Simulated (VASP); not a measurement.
HfN: single point with PBE

The system is HfN.

```
Hf N
1.0
     0.02259    2.27029    2.27029
     2.27029    0.02259    2.27029
     2.27029    2.27029    0.02259
Hf N
1 1
Direct
  0.00000 0.00000 0.00000
  0.50000 0.50000 0.50000
```

This cell differs from its parent crystal: equal xy, yz and zx shear strains of +1 %.

```yaml
Program: VASP 6.6.1
Task: single point
Functional: PBE
Potentials_or_basis: VASP PAW PBE potentials, release 64 (Hf_pv, N)
Cutoff: 520 eV
k_mesh: 10 × 10 × 10
Occupations: fermi-dirac, width 0.03 eV
Spin: no spin polarisation
```

The pressure is 3.1 GPa.

Stress tensor (GPa, compression positive):
```
 3.08 -1.00 -1.00
-1.00  3.08 -1.00
-1.00 -1.00  3.08
```

Levels at points of the mesh, in eV from the Fermi level:
```tsv
k point	band 5	band 6	band 7	band 8	band 9	band 10
(0.00, 0.00, 0.00)	-3.13	-3.05	-3.05	-0.55	-0.31	-0.31
(0.50, 0.00, 0.00)	-8.93	-6.33	-6.19	3.17	3.66	3.81
(0.50, 0.50, 0.00)	-5.46	-3.85	-3.78	-3.70	4.05	5.43
(0.50, 0.50, 0.50)	-8.95	-6.14	-6.14	3.17	3.57	3.57
```

It took 14 s on 1 thread of Intel(R) Xeon(R) Platinum 8488C (Sapphire Rapids) (shared host), peak memory 0.17 GiB.

Caveat: the cell differs from its parent crystal (equal xy, yz and zx shear strains of +1 %); spin-orbit coupling is left out, which moves the levels of the heavy elements.
